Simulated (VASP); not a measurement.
## CaS (Oldhamite): single point with LDA

CaS (Oldhamite):

```
Ca S
1.0
     0.00000    2.78242    2.78242
     2.78242    0.00000    2.78242
     2.78242    2.78242    0.00000
Ca S
1 1
Direct
  0.00000 0.00000 0.00000
  0.50000 0.50000 0.50000
```

```json
{"Program": "VASP 6.6.1", "Task": "single point", "Functional": "LDA", "Potentials or basis": "VASP PAW LDA potentials, release 64 (Ca_sv, S)", "Cutoff": "500 eV", "k mesh": "6 × 6 × 6", "Occupations": "gaussian, width 0.01 eV", "Spin": "no spin polarisation", "Dipole correction": "no", "Further INCAR settings": "ALGO = Normal; EDIFF = 1e-06; NBANDS = 15"}
```

```
Pressure               : 0.2 GPa
Band gap on the k mesh : 1.96 eV, indirect (least direct gap 2.83 eV)
```

Levels at points of the mesh, in eV from the valence-band top:
```
           k point  band 4  band 5  band 6  band 7  band 8  band 9  band 10  band 11  band 12  band 13
(0.00, 0.00, 0.00)  -19.80  -11.53    0.00    0.00    0.00    3.93     3.93     3.93     4.33     4.64
(0.50, 0.00, 0.00)  -19.82  -10.53   -3.43   -1.35   -1.35    5.16     6.11     6.22     6.22     8.50
(0.50, 0.50, 0.00)  -19.87  -10.82   -2.46   -0.87   -0.87    1.96     5.59     6.12     6.89     6.89
```

Run time: 25 s on 1 thread of Intel Xeon 8259CL (shared host), peak memory 0.15 GiB.

A k mesh can miss the band edges. A hybrid or GW would open this gap; LDA tends to underestimate it.
